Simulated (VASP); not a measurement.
# GaP: single point with B3LYP

GaP:

```xyz
2
Lattice="0.0000 2.7253 2.7253 2.7253 0.0000 2.7253 2.7253 2.7253 0.0000" Properties=species:S:1:pos:R:3 pbc="T T T"
Ga    0.0000    0.0000    0.0000
P     4.0879    4.0879    4.0879
```

```yaml
Program: VASP 6.6.1
Task: single point
Functional: B3LYP
Potentials_or_basis: VASP PAW PBE potentials, release 64 (Ga_d, P)
Cutoff: 520 eV
k_mesh: 4 × 4 × 4
Occupations: gaussian, width 0.05 eV
Spin: no spin polarisation
Dipole_correction: no
Grid_for_exact_exchange_PRECFOCK: Normal
Further_INCAR_settings: ALGO = Normal; EDIFF = 1e-07; NBANDS = 16
Share_of_exact_exchange: 0.2
```

```
Pressure               : 4.1 GPa
Band gap on the k mesh : 2.94 eV (least direct gap 3.12 eV)
```

Levels at points of the mesh, in eV from the valence-band top:
```tsv
k point	band 5	band 6	band 7	band 8	band 9	band 10	band 11	band 12	band 13	band 14
(0.00, 0.00, 0.00)	-16.58	-13.53	0.00	0.00	0.00	3.12	5.26	5.26	5.26	10.44
(0.50, 0.00, 0.00)	-16.57	-11.36	-7.11	-1.19	-1.19	2.96	6.15	6.15	9.89	12.59
(0.50, 0.50, 0.00)	-16.56	-10.39	-7.27	-2.86	-2.86	2.94	3.14	12.38	12.38	12.93
```

It took 5.9 min on 1 thread of AMD EPYC 7R13 Processor (Zen 3), with other jobs on the host, peak memory 0.14 GiB.

Caveat: the k points lie up to 0.50 Å⁻¹ apart; the PAW data sets were made with another functional, which shifts forces and pressure a little. A k mesh can miss the band edges.
